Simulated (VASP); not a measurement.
Write the native input for VASP 6.6.1 that does the following.

```
Task                   : single point
Functional             : PBE
Potentials or basis    : VASP PAW PBE potentials, release 64 (Ru_pv)
Cutoff                 : 520 eV
k mesh                 : 20 × 20 × 20
Occupations            : gaussian, width 0.15 eV
Spin                   : no spin polarisation
Dipole correction      : no
Further INCAR settings : ALGO = Fast; EDIFF = 1e-06; NBANDS = 13
```

The structure of Ru lies in POSCAR:

```
Ru
1.0
   -0.0333389707      1.8884145540      1.8884145540
    1.8884145540     -0.0333389707      1.8884145540
    1.8884145540      1.8884145540     -0.0333389707
Ru
1
Direct
    0.0000000000      0.0000000000      0.0000000000
```

These files were run (other wordings do the same):

INCAR

```
PREC = Accurate
ENCUT = 520
EDIFF = 1E-6
ISMEAR = 0
SIGMA = 0.15
LREAL = F
LASPH = T
NELM = 80
ALGO = Fast
ISIF = 2
LWAVE = F
LCHARG = F
GGA = PE
NBANDS = 13
```

KPOINTS

```
Automatic mesh
0
Gamma
  20 20 20
```

Potentials or basis: VASP PAW PBE potentials, release 64 (Ru_pv).

The run is started by

```console
$ cat potpaw_PBE.64/Ru_pv/POTCAR > POTCAR
$ mpirun -np 1 vasp_std > vasp.out
```

Results of the run:

The pressure is 0.4 GPa and the band gap on the k mesh is zero (band 7 reaches 14.61 eV, above the bottom of band 8 at 11.24 eV).

It took 65 s on 1 thread of Intel(R) Xeon(R) Platinum 8488C (Sapphire Rapids) (shared host), peak memory 0.23 GiB.
